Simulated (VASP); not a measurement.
A run of VASP 6.6.1 is set up as follows.

File INCAR:

```
PREC = Accurate
ENCUT = 520
EDIFF = 1E-6
ISMEAR = -1
SIGMA = 0.02
LREAL = Auto
LASPH = T
NELM = 80
ALGO = Normal
ISIF = 2
LWAVE = F
LCHARG = F
GGA = PE
NELECT = 128.0
NBANDS = 82
```

File KPOINTS:

```
Automatic mesh
0
Gamma
  2 2 3
```

The input POSCAR:

```
Si8HO16
1.0
   -4.1564000000     -4.1564000000      0.0000000000
    4.1564000000     -4.1564000000      0.0000000000
    0.0000000000      0.0000000000      5.3204000000
Si O H
8 16 1
Direct
    0.4962679242      0.5104361948      0.0087606195
   -0.0046955298      0.5013666875      0.2499953011
    0.4962681648      0.5104364354      0.4912307345
   -0.0087562554      0.5118603840      0.7499953011
    0.0000235781      0.0020577904      0.0019536125
    0.4995218218      0.0088419065      0.2499954891
    0.0000234578      0.0020579107      0.4980371777
    0.5050775912     -0.0190796122      0.7499954891
    0.1910900058      0.5115002165      0.0002396436
    0.0043738572      0.1977421567      0.2499954891
    0.7972245212      0.4941163026     -0.0026249906
   -0.0094455538      0.8062372486      0.2499954891
    0.1910901261      0.5115000962      0.4997509586
    0.0172831056      0.2019777933      0.7499954891
    0.7972245212      0.4941163026      0.5026157808
   -0.0084075161      0.8104802233      0.7499953011
    0.6947211529      0.0115395535     -0.0029424479
    0.5047881580      0.7037480753      0.2499954891
    0.3061372823     -0.0052348186     -0.0010284941
    0.4905187181      0.3112183620      0.2499956770
    0.6947211529      0.0115395535      0.5029332381
    0.5034772880      0.6899588586      0.7499956770
    0.3061372823     -0.0052345780      0.5010194722
    0.4661554470      0.3020552642      0.7499954891
    0.2943294678      0.2751506111      0.7499949252
```

Potentials or basis: VASP PAW PBE potentials, release 64 (Si, O, H).

The run is started by

```console
$ cat potpaw_PBE.64/Si/POTCAR potpaw_PBE.64/O/POTCAR potpaw_PBE.64/H/POTCAR > POTCAR
$ mpirun -np 1 vasp_std > vasp.out
```

**Question.** Estimate the largest force.

**Answer.** 0.091 eV/Å.

Forces on the atoms (eV/Å):
```
Si  -0.014 -0.008 -0.028
Si   0.010  0.007  0.000
Si  -0.014 -0.008  0.028
Si   0.009  0.001  0.000
Si   0.004  0.005 -0.004
Si  -0.006 -0.006  0.000
Si   0.004  0.005  0.004
Si  -0.002 -0.011  0.000
O   -0.020 -0.010 -0.007
O    0.015 -0.017  0.000
O    0.006  0.003  0.003
O   -0.016  0.015  0.000
O   -0.020 -0.010  0.007
O    0.004 -0.011  0.000
O    0.006  0.003 -0.003
O   -0.007  0.009  0.000
O   -0.013 -0.012  0.005
O    0.025 -0.025  0.000
O    0.016  0.010 -0.003
O   -0.023  0.025  0.000
O   -0.013 -0.012 -0.005
O   -0.002  0.002  0.000
O    0.016  0.010  0.003
O   -0.016 -0.043  0.000
H    0.050  0.076  0.000
```

Caveat: the k points lie up to 0.53 Å⁻¹ apart; the cell carries a net charge on a neutralising background, which shifts energy and pressure.
